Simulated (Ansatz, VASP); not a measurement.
## Two plane-wave programs on Ga2BSb3

The input INCAR:

```
PREC = Accurate
ENCUT = 520
EDIFF = 1E-6
ISMEAR = 0
SIGMA = 0.1
LREAL = False
LASPH = True
NELM = 60
ALGO = Normal
ISIF = 2
LWAVE = False
LCHARG = True
GGA = PE
LELF = True
LVHAR = True
NBANDS = 31
```

File KPOINTS:

```
regular mesh
0
Gamma
  3 3 4
```

The input POSCAR:

```
Ga2BSb3
1.0
    5.8306751900      0.0000000000      0.0000000000
   -2.9153375900      5.0495128300      0.0000000000
    0.0000000000      0.0000000000      4.8048741600
Ga B Sb
2 1 3
Direct
    0.3333333300      0.6666666700      0.8517562800
    0.6666666700      0.3333333300      0.1482437200
    0.0000000000      0.0000000000      0.5000000000
    0.5000000000      0.0000000000      0.5000000000
    0.0000000000      0.5000000000      0.5000000000
    0.5000000000      0.5000000000      0.5000000000
```

Input for Ansatz:

```yaml
crystal:
  lattice:
    - [5.83067519, 0.0, 0.0]
    - [-2.91533759, 5.04951283, 0.0]
    - [0.0, 0.0, 4.80487416]
  atoms:
    - { symbol: Ga, position: [0.33333333, 0.66666667, 0.85175628] }
    - { symbol: Ga, position: [0.66666667, 0.33333333, 0.14824372] }
    - { symbol: B, position: [0.0, 0.0, 0.5] }
    - { symbol: Sb, position: [0.5, 0.0, 0.5] }
    - { symbol: Sb, position: [0.0, 0.5, 0.5] }
    - { symbol: Sb, position: [0.5, 0.5, 0.5] }
basis:
  ecutwfc: 420
kpoints:
  mp_grid: { grid: [3, 3, 4] }
hamiltonian:
  xc: pbe
scf:
  occupations: { method: gaussian, width: 0.1 }
  lower_state_search: "off"
output:
  forces: true
  stress: true
  eigenvalues: true
```

Alike in both runs: task single point; functional PBE; k mesh 3 × 3 × 4; occupations gaussian, width 0.1 eV; no spin polarisation.

|  | VASP | Ansatz |
| --- | --- | --- |
| version | VASP 6.6.1 | Ansatz 0.2.0 |
| potentials or method | VASP PAW PBE potentials, release 64 (Ga_d, B, Sb), cutoff 520 eV | scalar-relativistic, plane waves, PAW |
| valence electrons in the cell | 44 | 74 |

VASP gave:

- gap on the k mesh at the Fermi level (eV): none
- pressure (GPa): 23.2
- traceless stress, the component that is largest in VASP (GPa): 5.90
- rms of the force components (eV/Å): 2.334

Which values does Ansatz return?

gap on the k mesh at the Fermi level (eV): none; pressure (GPa): 23.0; traceless stress, the component that is largest in VASP (GPa): 5.95; rms of the force components (eV/Å): 2.321.

Atom by atom the forces differ by 0.012 eV/Å (rms over components). A gap of «none» marks a metal or a gap that the smearing closes. With one functional, cell and mesh, what is left measures potentials, basis and numerics. VASP's potentials hold 44 valence electrons a cell and Ansatz's 74, so a difference there can come from the potentials and not from the codes.

The k mesh is coarse, so the values compare programs but aren't converged. Spin-orbit coupling is off throughout.
